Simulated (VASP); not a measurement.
# Al3B2As (C2) in VASP: notebook, part 3 of 3

VASP 6.6.1. The steps go on from the part before.

**5. Relaxation of cell and atoms, PBE**

This run uses another cell than the first one, of 13.66 Å³/atom, 0.998 times its volume.

INCAR

```
SYSTEM = Al3B2As
PREC = Accurate
ENCUT = 600
EDIFF = 1E-6
ISMEAR = 0
SIGMA = 0.1
LREAL = .FALSE.
LASPH = .TRUE.
NELM = 60
ALGO = Normal
ISIF = 3
LWAVE = .FALSE.
LCHARG = .FALSE.
GGA = PE
IBRION = 2
NSW = 90
EDIFFG = -0.04
```

KPOINTS

```
regular mesh
0
G
  6 6 4
  0 0 0
```

POSCAR

```
Al3B2As
1.0
    5.4735738170     -1.9348606198      0.0000000000
    5.4735738170      1.9348606198      0.0000000000
   -0.1778391823      0.0000000000      3.8702102213
Al B As
3 2 1
Direct
    0.6628621570      0.8282734664      0.7531500582
    0.6968684893      0.3031315107      0.5000000000
    0.1717265336      0.3371378430      0.2468499418
    0.5680390164      0.7278694633      0.2461307879
    0.2721305367      0.4319609836      0.7538692121
    0.1284638218      0.8715361782      0.0000000000
```

Potentials or basis: VASP PAW PBE potentials, release 64 (Al, B, As).

Launch:

```sh
$ cat potpaw_PBE.64/Al/POTCAR potpaw_PBE.64/B/POTCAR potpaw_PBE.64/As/POTCAR > POTCAR
$ mpirun -np 1 vasp_std > vasp.out
```

OUTCAR:

```text
SYSTEM = Al3B2As
   PREC = Accurate
   ENCUT = 600
   EDIFF = 1E-6
   ISMEAR = 0
   LREAL = .FALSE.
   LASPH = .TRUE.
   NELM = 60
   ISIF = 3
   GGA = PE
   IBRION = 2
   NSW = 90
   EDIFFG = -0.04

 ion  position               nearest neighbor table
   1  0.663  0.828  0.753-   4 2.19   4 2.23   5 2.25   5 2.27   3 2.72   3 2.72   3 2.76   3 2.76
                             6 3.02   2 3.02   6 3.10   2 3.11
   2  0.697  0.303  0.500-   4 2.21   5 2.21   6 2.56   6 2.56   6 2.93   6 2.93   1 3.02   3 3.02
                             3 3.11   1 3.11
   3  0.172  0.337  0.247-   5 2.19   5 2.23   4 2.25   4 2.27   1 2.72   1 2.72   1 2.76   1 2.76
                             6 3.02   2 3.02   6 3.10   2 3.11
   4  0.568  0.728  0.246-   6 2.16   1 2.19   2 2.21   1 2.23   3 2.25   3 2.27
   5  0.272  0.432  0.754-   6 2.16   3 2.19   2 2.21   3 2.23   1 2.25   1 2.27
   6  0.128  0.872  0.000-   4 2.16   5 2.16   2 2.56   2 2.56   2 2.93   2 2.93   3 3.02   1 3.02
                             1 3.10   3 3.10

  LATTYP: Found a base centered monoclinic cell.
 ALAT       =    10.9471476340
 B/A-ratio  =     0.3534912809
 C/A-ratio  =     0.3539089926
 COS(beta)  =    -0.0459023457

  Lattice vectors:

 A1 = (   5.4735738170,  -1.9348606198,   0.0000000000)
 A2 = (   5.4735738170,   1.9348606198,   0.0000000000)
 A3 = (  -0.1778391823,   0.0000000000,   3.8702102213)

Analysis of symmetry for initial positions (statically):
=====================================================================
 Subroutine PRICEL returns:
 Original cell was already a primitive cell.

 Routine SETGRP: Setting up the symmetry group for a
 base centered monoclinic supercell.

 Subroutine GETGRP returns: Found  2 space group operations
 (whereof  2 operations were pure point group operations)
 out of a pool of  4 trial point group operations.

The static configuration has the point symmetry C_2 .

Analysis of symmetry for dynamics (positions and initial velocities):
=====================================================================
 Subroutine PRICEL returns:
 Original cell was already a primitive cell.

 Routine SETGRP: Setting up the symmetry group for a
 base centered monoclinic supercell.

 Subroutine GETGRP returns: Found  2 space group operations
 (whereof  2 operations were pure point group operations)
 out of a pool of  4 trial point group operations.

The dynamic configuration has the point symmetry C_2 .

 Subroutine INISYM returns: Found  2 space group operations
 (whereof  2 operations are pure point group operations),
 and found     1 'primitive' translations

----------------------------------------------------------------------------------------

                                     Primitive cell

  volume of cell :      81.9757
[... 144 lines left out ...]
  ---------------------------------------------------
  free energy    TOTEN  =       -28.84127789 eV

  energy without entropy =      -28.84127757  energy(sigma->0) =      -28.84127773

------------------------ aborting loop because EDIFF is reached ----------------------------------------

  FORCE on cell =-STRESS in cart. coord.  units (eV):
  Direction    XX          YY          ZZ          XY          YZ          ZX
  --------------------------------------------------------------------------------------
  -------------------------------------------------------------------------------------
  Total        0.0835798      0.1928202      0.1588359      0.0000000      0.0000000     -0.1162015
  in kB        1.6335291      3.7685811      3.1043747      0.0000000      0.0000000     -2.2711049
  external PRESSURE =       2.8354950 kB  Pullay stress =       0.0000000 kB

 VOLUME and BASIS-vectors are now :
 -----------------------------------------------------------------------------
  energy-cutoff  :      600.00
  volume of cell :       81.98
      direct lattice vectors                 reciprocal lattice vectors
     5.473573817 -1.934860620  0.000000000     0.091347996 -0.258416547  0.004197512
     5.473573817  1.934860620  0.000000000     0.091347996  0.258416547  0.004197512
    -0.177839182  0.000000000  3.870210221     0.000000000  0.000000000  0.258383897

 POSITION                                       TOTAL-FORCE (eV/Angst)
 -----------------------------------------------------------------------------------
      8.02790      0.32005      2.91485        -0.024830     -0.003653      0.025824
      5.38465     -0.76183      1.93511        -0.000000      0.042359      0.000000
      2.74141      0.32005      0.95536         0.024830     -0.003653     -0.025824
      7.04948      0.30925      0.95258         0.037857      0.006750      0.020715
      3.71983      0.30925      2.91763        -0.037857      0.006750     -0.020715
      5.47357      1.43774      0.00000         0.000000     -0.048554      0.000000
 -----------------------------------------------------------------------------------
    total drift:                                0.000000     -0.000398      0.000000

  FREE ENERGIE OF THE ION-ELECTRON SYSTEM (eV)
  ---------------------------------------------------
  free  energy   TOTEN  =       -28.8412778895 eV

  energy  without entropy=      -28.8412775688  energy(sigma->0) =      -28.84127773

--------------------------------------- Ionic step        2  -------------------------------------------

 number of electron      20.0000000 magnetization

 Free energy of the ion-electron system (eV)
  ---------------------------------------------------
  ext. energy  EPLUGINS =         0.00000000
  ---------------------------------------------------
  free energy    TOTEN  =       -28.84196887 eV

  energy without entropy =      -28.84196863  energy(sigma->0) =      -28.84196875

 E-fermi :   7.5615     XC(G=0): -10.5436

 val. band max:        7.2649454706   @ k =  -0.3333  -0.3333   0.2500
 cond. band min:       7.8604364157   @ k =   0.5000   0.5000   0.0000
 fundamental gap:      0.5954909451
 Fermi energy:         7.5614829030

 k-point     1 :       0.0000    0.0000    0.0000
  band No.  band energies     occupation
      1      -6.3819      2.00000
      2      -2.0428      2.00000
      3      -1.0512      2.00000
      4       2.8997      2.00000
      5       3.7103      2.00000
      6       3.7492      2.00000
      7       4.2049      2.00000
      8       5.2709      2.00000
      9       5.4502      2.00000
     10       6.6301      2.00000
     11       8.4329      0.00000
     12       9.0978      0.00000
     13       9.7961      0.00000
     14      11.3718      0.00000
[... 377 lines left out ...]
      1      -5.2352      2.00000
      2      -1.6234      2.00000
      3      -0.5045      2.00000
      4       0.9301      2.00000
      5       1.1345      2.00000
      6       2.1942      2.00000
      7       4.0452      2.00000
      8       4.3318      2.00000
      9       5.4229      2.00000
     10       6.0043      2.00000
     11       9.3463      0.00000
     12      10.0394      0.00000
     13      10.1329      0.00000
     14      11.5094      0.00000

 [... further k-points ...]
[... 5 lines left out ...]
  --------------------------------------------------------------------------------------
  -------------------------------------------------------------------------------------
  Total       -0.0466235     -0.0505942     -0.0720814      0.0000000      0.0000000     -0.0057082
  in kB       -0.9080548     -0.9853897     -1.4038805      0.0000000      0.0000000     -0.1111748
  external PRESSURE =      -1.0991083 kB  Pullay stress =       0.0000000 kB

 VOLUME and BASIS-vectors are now :
 -----------------------------------------------------------------------------
  energy-cutoff  :      600.00
  volume of cell :       82.26
      direct lattice vectors                 reciprocal lattice vectors
     5.477252162 -1.937860350 -0.005114024     0.091290643 -0.258016528  0.004277344
     5.477252162  1.937860350 -0.005114024     0.091290643  0.258016528  0.004277344
    -0.181574699  0.000000000  3.875319067     0.000240941  0.000000000  0.258054558

 POSITION                                       TOTAL-FORCE (eV/Angst)
 -----------------------------------------------------------------------------------
      8.02937      0.32037      2.91232        -0.014331     -0.001458      0.019119
      5.38646     -0.76096      1.93255         0.000000      0.029920     -0.000000
      2.74356      0.32037      0.95277         0.014331     -0.001458     -0.019119
      7.05515      0.31006      0.94821         0.023773     -0.002449      0.010795
      3.71778      0.31006      2.91688        -0.023773     -0.002449     -0.010795
      5.47725      1.43762     -0.00511         0.000000     -0.022106     -0.000000
 -----------------------------------------------------------------------------------
    total drift:                                0.000000     -0.000262      0.000000

  FREE ENERGIE OF THE ION-ELECTRON SYSTEM (eV)
  ---------------------------------------------------
  free  energy   TOTEN  =       -28.8419688735 eV

  energy  without entropy=      -28.8419686325  energy(sigma->0) =      -28.84196875

 reached required accuracy - stopping structural energy minimisation
```

It took 72 s on 1 thread of Intel Xeon 6975P-C (Granite Rapids), shared host; peak memory 0.3 GiB.

What came out:

```yaml
Free_energy: -28.8420 eV
Relaxed_volume: 13.71 Å³/atom
Relaxed_cell: a = 5.810 Å, b = 5.810 Å, c = 3.880 Å, α = 92.58°, β = 92.58°, γ = 38.97°
Space_group_after_relaxing_to_0.05_Å: C2 (No. 5)
Energy_gained_by_relaxing: 0.1 meV/atom
Ionic_steps: 2
Pressure_after_relaxing: -0.1 GPa
Largest_force_after_relaxing: 0.030 eV/Å
Band_gap_on_the_k_mesh: 0.60 eV, indirect (least direct gap 1.00 eV)
```

Forces in eV/Å, atoms in the order of the input:
```
Al  -0.014 -0.001  0.019
Al   0.000  0.030  0.000
Al   0.014 -0.001 -0.019
B    0.024 -0.002  0.011
B   -0.024 -0.002 -0.011
As   0.000 -0.022  0.000
```

The path:
| step | energy change (eV) | largest force (eV/Å) | pressure (GPa) | volume (Å³) |
| --- | --- | --- | --- | --- |
| 1 | 0.0000 | 0.0486 | 0.28 | 81.98 |
| 2 | -0.0007 | 0.0299 | -0.11 | 82.26 |

Final structure:
```
Al B As
1.0
     5.47725   -1.93786   -0.00511
     5.47725    1.93786   -0.00511
    -0.18157    0.00000    3.87532
Al B As
3 2 1
Cartesian
  8.0294 0.3204 2.9123
  5.3865 -0.7610 1.9325
  2.7436 0.3204 0.9528
  7.0552 0.3101 0.9482
  3.7178 0.3101 2.9169
  5.4773 1.4376 -0.0051
```

**6. The runs side by side**

| task | cell | k mesh | cutoff (eV) | smearing | gap on the mesh (eV) | pressure (GPa) | largest force (eV/Å) |
| --- | --- | --- | --- | --- | --- | --- | --- |
| single point | a = 5.809, b = 5.809, c = 3.882 Å, angles 92.6, 92.6, 38.9°, 6 atoms | 10 × 10 × 10 | 520 | gaussian 0.02 eV | 0.56 | 0.1 | 0.03 |
| single point | a = 5.805, b = 5.805, c = 3.874 Å, angles 92.5, 92.5, 38.9°, 6 atoms | 6 × 6 × 4 | 520 | gaussian 0.1 eV | 0.59 | 0.3 | 0.05 |
| single point | a = 5.805, b = 5.805, c = 3.879 Å, angles 92.7, 92.7, 39.0°, 6 atoms | 6 × 6 × 4 | 520 | gaussian 0.1 eV | 0.60 | 0.1 | 0.02 |
| relaxation of cell and atoms | relaxed from a = 5.805, b = 5.805, c = 3.874 Å, angles 92.5, 92.5, 38.9°, 6 atoms | 6 × 6 × 4 | 600 | gaussian 0.1 eV | 0.60 | -0.1 | 0.03 |

Alike in all rows: level PBE; potentials or basis VASP PAW PBE potentials, release 64 (Al, B, As); no spin polarisation.

Total energies depend on the potentials used, so only differences within one code and one set of settings carry meaning.
